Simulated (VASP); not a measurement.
# BAs (F-43m) in VASP: single point with PBE

Aim: the single point of BAs with PBE.

All numbers are computed with VASP 6.6.1; they aren't measurements. Logs are shortened: lines on timing, memory, paths and dates and some standing lists are left out, and cuts for length are marked.

**1. The cell of the first run**

Symmetry: F-43m, No. 216, cubic system. The conventional cell has a = 4.777 Å, b = 4.777 Å, c = 4.777 Å, α = 90.00°, β = 90.00°, γ = 90.00°. Within 2.7 Å of B (site symmetry -43m) lie 4 As at 2.07 Å. As (site symmetry -43m) has 4 B at 2.07 Å within 2.7 Å.

**2. Single point, PBE**

The input, INCAR:

```
  PREC = Accurate
  ENCUT = 500
  EDIFF = 1E-6
  ISMEAR = 0
  SIGMA = 0.01
  LREAL = False
  LASPH = True
  NELM = 120
  ALGO = Normal
  ISIF = 2
  LWAVE = False
  LCHARG = True
  GGA = PE
  LELF = True
  LVHAR = True
  NBANDS = 11
  GGA_COMPAT = False
```

The input, KPOINTS:

```
Automatic mesh
0
Gamma
  5 5 5
```

The input, POSCAR:

```
BAs
1.0
    0.0000000000      2.3885000000      2.3885000000
    2.3885000000      0.0000000000      2.3885000000
    2.3885000000      2.3885000000      0.0000000000
B As
1 1
Direct
    0.0000000000      0.0000000000      0.0000000000
    0.2500000000      0.2500000000      0.2500000000
```

Potentials or basis: VASP PAW PBE potentials, release 64 (B, As).

Run with:

```bash
$ cat potpaw_PBE.64/B/POTCAR potpaw_PBE.64/As/POTCAR > POTCAR
$ mpirun -np 1 vasp_std > vasp.out
```

OUTCAR:

```text
PREC = Accurate
   ENCUT = 500
   EDIFF = 1E-6
   ISMEAR = 0
   LREAL = False
   LASPH = True
   NELM = 120
   ISIF = 2
   GGA = PE

 ion  position               nearest neighbor table
   1  0.000  0.000  0.000-   2 2.07   2 2.07   2 2.07   2 2.07
   2  0.250  0.250  0.250-   1 2.07   1 2.07   1 2.07   1 2.07

  LATTYP: Found a face centered cubic cell.
 ALAT       =     4.7770000000

  Lattice vectors:

 A1 = (   0.0000000000,   2.3885000000,   2.3885000000)
 A2 = (   2.3885000000,   0.0000000000,   2.3885000000)
 A3 = (   2.3885000000,   2.3885000000,   0.0000000000)

Analysis of symmetry for initial positions (statically):
=====================================================================
 Subroutine PRICEL returns:
 Original cell was already a primitive cell.

 Routine SETGRP: Setting up the symmetry group for a
 face centered cubic supercell.

 Subroutine GETGRP returns: Found 24 space group operations
 (whereof 24 operations were pure point group operations)
 out of a pool of 48 trial point group operations.

The static configuration has the point symmetry T_d .

Analysis of symmetry for dynamics (positions and initial velocities):
=====================================================================
 Subroutine PRICEL returns:
 Original cell was already a primitive cell.

 Routine SETGRP: Setting up the symmetry group for a
 face centered cubic supercell.

 Subroutine GETGRP returns: Found 24 space group operations
 (whereof 24 operations were pure point group operations)
 out of a pool of 48 trial point group operations.

The dynamic configuration has the point symmetry T_d .

 Subroutine INISYM returns: Found 24 space group operations
 (whereof 24 operations are pure point group operations),
 and found     1 'primitive' translations

----------------------------------------------------------------------------------------

                                     Primitive cell

  volume of cell :      27.2525

  direct lattice vectors                    reciprocal lattice vectors
     0.000000000  2.388500000  2.388500000    -0.209336404  0.209336404  0.209336404
     2.388500000  0.000000000  2.388500000     0.209336404 -0.209336404  0.209336404
     2.388500000  2.388500000  0.000000000     0.209336404  0.209336404 -0.209336404

  length of vectors
     3.377849094  3.377849094  3.377849094     0.362581287  0.362581287  0.362581287

  position of ions in fractional coordinates (direct lattice)
     0.000000000  0.000000000  0.000000000
     0.250000000  0.250000000  0.250000000

  ion indices of the primitive-cell ions
   primitive index   ion index
                 1           1
                 2           2

----------------------------------------------------------------------------------------

 KPOINTS: Automatic mesh

Automatic generation of k-mesh.
 Grid dimensions read from file:
 generate k-points for:    5    5    5

 Generating k-lattice:

  Cartesian coordinates                     Fractional coordinates (reciprocal lattice)
    -0.041867281  0.041867281  0.041867281     0.200000000  0.000000000  0.000000000
     0.041867281 -0.041867281  0.041867281     0.000000000  0.200000000  0.000000000
     0.041867281  0.041867281 -0.041867281     0.000000000  0.000000000  0.200000000

  Length of vectors
     0.072516257  0.072516257  0.072516257

  Shift w.r.t. Gamma in fractional coordinates (k-lattice)
     0.000000000  0.000000000  0.000000000

 Subroutine IBZKPT returns following result:
 ===========================================

 Found     10 irreducible k-points:

 Following reciprocal coordinates:
            Coordinates               Weight
  0.000000  0.000000  0.000000      1.000000
  0.200000  0.000000  0.000000      8.000000
  0.400000  0.000000  0.000000      8.000000
  0.200000  0.200000  0.000000      6.000000
  0.400000  0.200000  0.000000     24.000000
 -0.400000  0.200000  0.000000     24.000000
 -0.200000  0.200000  0.000000     12.000000
  0.400000  0.400000  0.000000      6.000000
 -0.400000  0.400000  0.000000     12.000000
 -0.400000  0.400000  0.200000     24.000000
   k-points           NKPTS =     10   k-points in BZ     NKDIM =     10   number of bands    NBANDS=     11
   number of dos      NEDOS =    301   number of ions     NIONS =      2
   total plane-waves  NPLWV =  21952
   dimension x,y,z NGX =    28 NGY =   28 NGZ =   28
   dimension x,y,z NGXF=    56 NGYF=   56 NGZF=   56
   ions per type =               1   1
   NGX,Y,Z   is equivalent  to a cutoff of  13.78, 13.78, 13.78 a.u.
   NGXF,Y,Z  is equivalent  to a cutoff of  27.56, 27.56, 27.56 a.u.
 SYSTEM =  unknown system
   PREC   = accura    normal or accurate (medium, high low for compatibility)
   ISTART =      0    job   : 0-new  1-cont  2-samecut
   ICHARG =      2    charge: 1-file 2-atom 10-const
   ISPIN  =      1    spin polarized calculation?
   LNONCOLLINEAR =      F non collinear calculations
   LSORBIT =      F    spin-orbit coupling
   LASPH  =      T    aspherical Exc in radial PAW
   ENCUT  =  500.0 eV  36.75 Ry    6.06 a.u.   6.16  6.16  6.16*2*pi/ulx,y,z
   NELM   =    120;   NELMIN=  2; NELMDL= -5     # of ELM steps
   EDIFF  = 0.1E-05   stopping-criterion for ELM
   LREAL  =      F    real-space projection
   EDIFFG = 0.1E-04   stopping-criterion for IOM
   NSW    =      0    number of steps for IOM
   IBRION =     -1    ionic relax: 0-MD 1-quasi-New 2-CG
   NFREE  =      0    steps in history (QN), initial steepest desc. (CG)
   ISIF   =      2    stress and relaxation
   ISYM   =      2    0-nonsym 1-usesym 2-fastsym
   POTIM  = 0.5000    time-step for ionic-motion
   TEBEG  =    0.0;   TEEND  =   0.0 temperature during run
   PSTRESS=    0.0 pullay stress
   NELECT =       8.0000    total number of electrons
   NUPDOWN=      -1.0000    fix difference up-down
   EMIN   =  10.00;   EMAX   =-10.00  energy-range for DOS
   EFERMI =   0.00;   METHOD = LEGACY
   ISMEAR =     0;   SIGMA  =   0.01  broadening in eV -4-tet -1-fermi 0-gaus
   EFERMI_NEDOS =   21; number of points for ismear=-14 and -15
   IALGO  =     38    algorithm
   IMIX   =      4    mixing-type and parameters
     AMIX     =   0.40;   BMIX     =  1.00
     AMIX_MAG =   1.60;   BMIX_MAG =  1.00
  volume/ion in A,a.u.               =      13.63        91.95
  Fermi-wavevector in a.u.,A,eV,Ry     =   1.088018  2.056057 16.106360  1.183784
  Thomas-Fermi vector in A             =   2.224191
   LORBIT       =      0    0 simple, 1 ext, 2 COOP (PROOUT), +10 PAW based schemes
   GGA     = PE    functional components
   LHFCALC =     F    Hartree Fock is set to
   AEXX    =    0.0000 exact exchange contribution
   IVDW    =     0    specifies the selected vdW correction
   LEPSILON=     F    determine dielectric tensor
   LRPA    =     F    only Hartree local field effects (RPA)
 non-spin polarized calculation
 Gauss-broadening in eV      SIGMA  =   0.01
  energy-cutoff  :      500.00
  volume of cell :       27.25
 maximum number of plane-waves:       701
 NGX is ok and might be reduce to    28
   NGX = 13   NGY = 13   NGZ = 13

 number of electron       8.0000000 magnetization

 Free energy of the ion-electron system (eV)
  ---------------------------------------------------
  ext. energy  EPLUGINS =         0.00000000
  ---------------------------------------------------
  free energy    TOTEN  =       -11.35018373 eV

  energy without entropy =      -11.35018373  energy(sigma->0) =      -11.35018373

 E-fermi :   6.1991     XC(G=0): -10.5759

 val. band max:        6.1419711151   @ k =   0.0000   0.0000   0.0000
 cond. band min:       7.3116267904   @ k =   0.4000   0.4000   0.0000
 fundamental gap:      1.1696556753
 Fermi energy:         6.1990790553

 k-point     1 :       0.0000    0.0000    0.0000
  band No.  band energies     occupation
      1      -9.2640      2.00000
      2       6.1420      2.00000
      3       6.1420      2.00000
      4       6.1420      2.00000
      5       9.4118      0.00000
      6       9.4118      0.00000
      7       9.4118      0.00000
      8      10.8300      0.00000
      9      15.7224      0.00000
     10      19.0823      0.00000
     11      19.0823      0.00000

 k-point     2 :       0.2000    0.0000    0.0000
  band No.  band energies     occupation
      1      -8.6154      2.00000
      2       2.3782      2.00000
      3       5.2643      2.00000
      4       5.2643      2.00000
      5       9.3482      0.00000
      6      10.5273      0.00000
      7      10.5273      0.00000
      8      13.3245      0.00000
      9      17.2951      0.00000
     10      17.2951      0.00000
     11      17.3643      0.00000

 k-point     3 :       0.4000    0.0000    0.0000
  band No.  band energies     occupation
      1      -6.9281      2.00000
      2      -1.7906      2.00000
      3       4.4295      2.00000
      4       4.4295      2.00000
      5       8.8942      0.00000
      6      10.9540      0.00000
      7      10.9540      0.00000
      8      14.9990      0.00000
      9      18.2031      0.00000
     10      19.2684      0.00000
     11      19.2684      0.00000

 k-point     4 :       0.2000    0.2000    0.0000
  band No.  band energies     occupation
      1      -8.3953      2.00000
      2       3.1457      2.00000
      3       4.0066      2.00000
      4       4.0066      2.00000
      5       8.1276      0.00000
      6      11.4553      0.00000
      7      12.4691      0.00000
      8      12.4691      0.00000
      9      15.8826      0.00000
     10      18.7130      0.00000
     11      20.0374      0.00000
[... 43 lines left out ...]
 k-point     8 :       0.4000    0.4000    0.0000
  band No.  band energies     occupation
      1      -6.0123      2.00000
      2      -1.1817      2.00000
      3       2.2836      2.00000
      4       2.2836      2.00000
      5       7.3116      0.00000
      6       8.3871      0.00000
      7      16.5363      0.00000
      8      16.5363      0.00000
      9      18.4545      0.00000
     10      22.8809      0.00000
     11      22.9620      0.00000

 k-point     9 :      -0.4000    0.4000    0.0000
  band No.  band energies     occupation
      1      -5.0456      2.00000
      2      -2.1350      2.00000
      3       0.5102      2.00000
      4       2.4422      2.00000
      5       7.9613      0.00000
      6      10.5145      0.00000
      7      15.9855      0.00000
      8      16.3119      0.00000
      9      17.4544      0.00000
     10      20.3750      0.00000
     11      22.8314      0.00000

 k-point    10 :      -0.4000    0.4000    0.2000
  band No.  band energies     occupation
      1      -5.5484      2.00000
      2      -1.4915      2.00000
      3       0.6678      2.00000
      4       1.9750      2.00000
      5      10.5527      0.00000
      6      11.4454      0.00000
      7      12.2533      0.00000
      8      15.8097      0.00000
      9      17.2398      0.00000
     10      20.3269      0.00000
     11      22.7429      0.00000

------------------------ aborting loop because EDIFF is reached ----------------------------------------

  FORCE on cell =-STRESS in cart. coord.  units (eV):
  Direction    XX          YY          ZZ          XY          YZ          ZX
  --------------------------------------------------------------------------------------
  -------------------------------------------------------------------------------------
  Total        0.6107751      0.6107751      0.6107751     -0.0000000      0.0000000      0.0000000
  in kB       35.9075807     35.9075807     35.9075807     -0.0000000      0.0000000      0.0000000
  external PRESSURE =      35.9075807 kB  Pullay stress =       0.0000000 kB

 VOLUME and BASIS-vectors are now :
 -----------------------------------------------------------------------------
  energy-cutoff  :      500.00
  volume of cell :       27.25
      direct lattice vectors                 reciprocal lattice vectors
     0.000000000  2.388500000  2.388500000    -0.209336404  0.209336404  0.209336404
     2.388500000  0.000000000  2.388500000     0.209336404 -0.209336404  0.209336404
     2.388500000  2.388500000  0.000000000     0.209336404  0.209336404 -0.209336404

 POSITION                                       TOTAL-FORCE (eV/Angst)
 -----------------------------------------------------------------------------------
      0.00000      0.00000      0.00000         0.000000     -0.000000      0.000000
      1.19425      1.19425      1.19425        -0.000000      0.000000     -0.000000
 -----------------------------------------------------------------------------------
    total drift:                               -0.000000     -0.000000     -0.000000

  FREE ENERGIE OF THE ION-ELECTRON SYSTEM (eV)
  ---------------------------------------------------
  free  energy   TOTEN  =       -11.3501837286 eV

  energy  without entropy=      -11.3501837286  energy(sigma->0) =      -11.35018373
```

It took 8.7 s on 1 thread of Intel Xeon 8259CL, shared host; peak memory 0.15 GiB.

Results:

| Item | Value |
| --- | --- |
| Free energy | -11.3502 eV |
| Pressure | 3.6 GPa |
| Band gap on the k mesh | 1.17 eV, indirect (least direct gap 3.27 eV) |

Caveat: the k points lie up to 0.46 Å⁻¹ apart. A hybrid or GW would open this gap; PBE tends to underestimate it.
